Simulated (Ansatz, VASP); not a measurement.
## One calculation of Hg, two programs

```
CELL_PARAMETERS angstrom
-1.56341 1.56341 1.56341
1.56341 -1.56341 1.56341
1.56341 1.56341 -1.56341
ATOMIC_POSITIONS crystal
Hg 0.00000 0.00000 0.00000
```

Change from the starting cell: volume scaled by 0.68, LAPW.

Alike in both runs: task single point; functional LDA; k mesh 15 × 15 × 15; occupations fermi-dirac, width 0.1 eV; no spin polarisation.

|  | VASP | Ansatz |
| --- | --- | --- |
| version | VASP 6.6.1 | Ansatz 0.2.0 |
| potentials or method | VASP PAW LDA potentials, release 64 (Hg), cutoff 520 eV | all-electron LAPW, scalar-relativistic |

|  | VASP | Ansatz | Ansatz less VASP |
| --- | --- | --- | --- |
| pressure (GPa) | 73.6 | 68.8 | -4.86 |

LDA's correlation is that of Perdew and Zunger in VASP and of Perdew and Wang (1992) in Ansatz. Both programs put the cell under a high pressure, so it lies far from rest at this level. Ansatz ran all-electron here, and VASP with PAW potentials.

Neither program's run includes spin-orbit coupling. Noted on VASP's run: the cell as given lies far from equilibrium.
